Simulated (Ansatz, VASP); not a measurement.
Two plane-wave programs on Be

The input INCAR:

```
SYSTEM = Be
PREC     = Accurate       ! precision mode
ENCUT    = 520            ! plane-wave cutoff, eV
EDIFF    = 1E-6           ! SCF threshold, eV
ISMEAR   = 0              ! smearing method
SIGMA    = 0.1            ! smearing width, eV
LREAL    = .False.        ! projectors in reciprocal space
LASPH    = .True.         ! aspherical terms in the spheres
NELM     = 60             ! most SCF steps
ALGO     = Normal         ! electronic algorithm
ISIF     = 2              ! what is computed and relaxed
LWAVE    = .False.        ! write WAVECAR
LCHARG   = .False.        ! write CHGCAR
GGA      = CA             ! functional
NBANDS   = 9              ! bands
```

Contents of KPOINTS:

```
regular mesh
0
Gamma
  21 21 12
  0 0 0
```

POSCAR

```
Be
1.0
    2.2142215395      0.0000000000      0.0000000000
   -1.1071107697      1.9175721028      0.0000000000
    0.0000000000      0.0000000000      3.5000027202
Be
2
Direct
    0.3333333333      0.6666666667      0.2500000000
    0.6666666667      0.3333333333      0.7500000000
```

Input for Ansatz:

```yaml
crystal:
  lattice:
    - [2.2142215395, 0.0, 0.0]
    - [-1.1071107697, 1.9175721028, 0.0]
    - [0.0, 0.0, 3.5000027202]
  atoms:
    - { symbol: Be, position: [0.3333333333, 0.6666666667, 0.25] }
    - { symbol: Be, position: [0.6666666667, 0.3333333333, 0.75] }
basis:
  ecutwfc: "44.1 Ry"
kpoints:
  mp_grid: { grid: [21, 21, 12] }
hamiltonian:
  xc: lda
scf:
  occupations: { method: gaussian, width: 0.1 }
output:
  forces: true
  eigenvalues: true
  stress: true
```

Alike in both runs: task single point; functional LDA; k mesh 21 × 21 × 12; occupations gaussian, width 0.1 eV; no spin polarisation.

|  | VASP | Ansatz |
| --- | --- | --- |
| version | VASP 6.6.1 | Ansatz 0.2.0 |
| potentials or method | VASP PAW LDA potentials, release 64 (Be), cutoff 520 eV | scalar-relativistic, plane waves, PAW |
| valence electrons in the cell | 4 | 4 |

```csv
,VASP,Ansatz,Ansatz less VASP
gap on the k mesh at the Fermi level (eV),none,none,-
pressure (GPa),2.6,2.1,-0.48
```

LDA's correlation is that of Perdew and Zunger in VASP and of Perdew and Wang (1992) in Ansatz. A gap of «none» marks a metal or a gap that the smearing closes.
